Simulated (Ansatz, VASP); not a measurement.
# Si: VASP beside Ansatz

File INCAR:

```
PREC     = Accurate       # precision mode
ENCUT    = 520            # plane-wave cutoff, eV
EDIFF    = 1E-7           # SCF threshold, eV
ISMEAR   = 0              # smearing method
SIGMA    = 0.15           # smearing width, eV
LREAL    = False          # projectors in reciprocal space
LASPH    = True           # aspherical terms in the spheres
NELM     = 100            # most SCF steps
ALGO     = Normal         # electronic algorithm
ISIF     = 2              # what is computed and relaxed
LWAVE    = False          # write WAVECAR
LCHARG   = False          # write CHGCAR
GGA      = PS             # functional
NBANDS   = 26             # bands
```

KPOINTS

```
Automatic mesh
0
Gamma
  10 10 10
```

POSCAR

```
Si
1.0
   -3.1006084336      3.1006084336      3.4981064348
    3.1006084336     -3.1006084336      3.4981064348
    3.1006084336      3.1006084336     -3.4981064348
Si
8
Direct
    0.2047947401      0.2047947401      0.2047947401
    0.5000000000      0.0000000000      0.2952052599
    0.2952052599      0.5000000000      0.0000000000
    0.0000000000      0.2952052599      0.5000000000
    0.7952052599      0.7952052599      0.7952052599
    0.5000000000      0.0000000000      0.7047947401
    0.7047947401      0.5000000000      0.0000000000
    0.0000000000      0.7047947401      0.5000000000
```

Input for Ansatz:

```yaml
crystal:
  lattice:
    - [-3.1006084336, 3.1006084336, 3.4981064348]
    - [3.1006084336, -3.1006084336, 3.4981064348]
    - [3.1006084336, 3.1006084336, -3.4981064348]
  atoms:
    - { symbol: Si, position: [0.2047947401, 0.2047947401, 0.2047947401] }
    - { symbol: Si, position: [0.5, 0.0, 0.2952052599] }
    - { symbol: Si, position: [0.2952052599, 0.5, 0.0] }
    - { symbol: Si, position: [0.0, 0.2952052599, 0.5] }
    - { symbol: Si, position: [0.7952052599, 0.7952052599, 0.7952052599] }
    - { symbol: Si, position: [0.5, 0.0, 0.7047947401] }
    - { symbol: Si, position: [0.7047947401, 0.5, 0.0] }
    - { symbol: Si, position: [0.0, 0.7047947401, 0.5] }
basis:
  ecutwfc: 420
kpoints:
  mp_grid: { grid: [10, 10, 10] }
hamiltonian:
  xc: pbesol
  pseudopotentials: { kind: paw, azcp: { folder: soft_1 } }
scf:
  occupations: { method: gaussian, width: 0.15 }
output:
  forces: true
  stress: true
  eigenvalues: true
```

Alike in both runs: task single point; functional PBEsol; k mesh 10 × 10 × 10; occupations gaussian, width 0.15 eV; no spin polarisation.

```csv
,VASP,Ansatz
version,VASP 6.6.1,Ansatz 0.2.0
potentials or method,"VASP PAW PBE potentials, release 64 (Si), cutoff 520 eV","scalar-relativistic, plane waves, PAW"
valence electrons in the cell,32,32
```

|  | VASP | Ansatz | Ansatz less VASP |
| --- | --- | --- | --- |
| gap on the k mesh at the Fermi level (eV) | none | none | - |
| pressure (GPa) | 8.4 | 8.3 | -0.14 |
| traceless stress, the component that is largest in VASP (GPa) | -13.01 | -13.00 | +0.018 |
| rms of the force components (eV/Å) | 0.663 | 0.657 | -0.0059 |

VASP's potentials were made for PBE, not for PBEsol, and Ansatz warns of the same on its side. Atom by atom the forces differ by 0.008 eV/Å (rms over components). A gap of «none» marks a metal or a gap that the smearing closes. With one functional, cell and mesh, what is left measures potentials, basis and numerics.
